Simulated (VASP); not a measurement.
Set up this calculation in VASP 6.6.1, as the native input.

| Quantity | Value |
| --- | --- |
| Task | G0W0 quasiparticle levels |
| Functional | PBEsol |
| Potentials or basis | VASP PAW PBE potentials, release 64 (B_GW, N_GW) |
| Cutoff | 500 eV |
| k mesh | 6 × 6 × 6 |
| Occupations | gaussian, width 0.01 eV |
| Spin | no spin polarisation |
| Dipole correction | no |
| GW scheme | G0W0 |
| GW iterations | 1 |
| Cutoff of the response function | 180 |
| Frequency points | 48 |
| Empty bands | 65 |
| Further INCAR settings | ALGO = EVGW0; EDIFF = 1e-08; NBANDS = 69 |

The system is BN.

```
B N
1.0
    -0.01397    1.80660    1.80660
     1.80660   -0.01397    1.80660
     1.80660    1.80660   -0.01397
B N
1 1
Direct
  0.99992 0.99992 0.99992
  0.25008 0.25008 0.25008
```

These files were run (other wordings do the same):

POSCAR

```
BN
1.0
   -0.0139711365      1.8066028367      1.8066028367
    1.8066028367     -0.0139711365      1.8066028367
    1.8066028367      1.8066028367     -0.0139711365
B N
1 1
Direct
   -0.0000807545     -0.0000807545     -0.0000807545
    0.2500807545      0.2500807545      0.2500807545
```

INCAR.step1

```
ALGO = Normal
EDIFF = 1E-8
ENCUT = 500
GGA = PS
ISMEAR = 0
LASPH = T
LCHARG = F
LREAL = F
LWAVE = T
NELM = 100
PREC = Accurate
SIGMA = 0.01
```

INCAR.step2

```
ALGO = Exact
EDIFF = 1E-8
ENCUT = 500
GGA = PS
ISMEAR = 0
ISTART = 1
LASPH = T
LCHARG = F
LOPTICS = T
LREAL = F
LWAVE = T
NBANDS = 69
NELM = 1
PREC = Accurate
SIGMA = 0.01
```

INCAR.step3

```
ALGO = EVGW0
EDIFF = 1E-8
ENCUT = 500
ENCUTGW = 180.0
GGA = PS
ISMEAR = 0
ISTART = 1
LASPH = T
LCHARG = F
LREAL = F
LWAVE = F
NBANDS = 69
NBANDSGW = 12
NELMGW = 1
NOMEGA = 48
PREC = Accurate
PRECFOCK = Fast
SIGMA = 0.01
```

KPOINTS

```
k-points
0
Gamma
  6 6 6
```

Potentials or basis: VASP PAW PBE potentials, release 64 (B_GW, N_GW).

The run is started by

```sh
$ cat potpaw_PBE.64/B_GW/POTCAR potpaw_PBE.64/N_GW/POTCAR > POTCAR
$ cp INCAR.step1 INCAR
$ mpirun -np 1 vasp_std > vasp.out
$ cp INCAR.step2 INCAR
$ mpirun -np 1 vasp_std > vasp.out
$ cp INCAR.step3 INCAR
$ mpirun -np 1 vasp_std > vasp.out
```

It gave:

```
Quasiparticle gap                                   : 5.96 eV
Least direct quasiparticle gap                      : 10.81 eV
Band gap of the starting levels on the mesh         : 4.23 eV
Least direct gap of the starting levels on the mesh : 8.58 eV
```

Caveat: the k points lie up to 0.50 Å⁻¹ apart; bands, screening cutoff and mesh are small and nothing is extrapolated, so the quasiparticle values aren't converged.

Run time: 80 s on 1 thread of Intel(R) Xeon(R) 6975P-C (Granite Rapids), on a shared host, peak memory 0.29 GiB.
